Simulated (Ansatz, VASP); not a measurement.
## SiC in VASP and in Ansatz

```
Si C
1.0
     0.00000    2.20698    2.20698
     2.20698    0.00000    2.20698
     2.20698    2.20698    0.00000
Si C
1 1
Direct
  0.00000 0.00000 0.00000
  0.25000 0.25000 0.25000
```

Alike in both runs: functional r2SCAN; k mesh 12 × 12 × 12; occupations fermi-dirac, width 0.02 eV; no spin polarisation.

Ansatz relaxed the structure, and its values are those at the end. VASP's run is a single point on that final structure, the one shown.

|  | VASP | Ansatz |
| --- | --- | --- |
| version | VASP 6.6.1 | Ansatz 0.2.0 |
| potentials or method | VASP PAW PBE potentials, release 64 (Si, C), cutoff 520 eV | PAW plane waves |
| valence electrons in the cell | 8 | 8 |

Ansatz gave:

```
gap on the k mesh at the Fermi level (eV) : 1.74
pressure (GPa)                            : -8.3
```

Task: What did VASP give for the same quantities?

Result: gap on the k mesh at the Fermi level (eV): 1.75; pressure (GPa): -8.4.

VASP's potentials were made for PBE, not for r2SCAN. Ansatz's warnings: stress scf threshold loose.
